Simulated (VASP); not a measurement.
The system is GaCo.

```
Ga Co
1.0
     2.87800    0.00000    0.00000
     0.00000    2.87800    0.00000
     0.00000    0.00000    2.87800
Ga Co
1 1
Direct
  0.50000 0.50000 0.50000
  0.00000 0.00000 0.00000
```

Program: VASP 6.6.1. Alike in all runs: task single point; level PBE; potentials or basis VASP PAW PBE potentials, release 64 (Ga_d, Co_sv); spin collinear, ferromagnetic start; cell as given; k mesh 8 × 8 × 8; cutoff (eV) 690; smearing fermi-dirac 0.05 eV.

Order these runs on this cell by their pressure, lowest first.
A. fixed moment (μB) 3.0
B. fixed moment (μB) 1.0
C. fixed moment (μB) 2.5
D. fixed moment (μB) 1.5
E. fixed moment (μB) 2.0

B (5.2 GPa), D (9.8 GPa), E (16.9 GPa), C (26.9 GPa), A (36.6 GPa).

Caveats: the cell stands under pressure; the total moment is fixed, so each spin has its own Fermi level and the state may be an excited one.
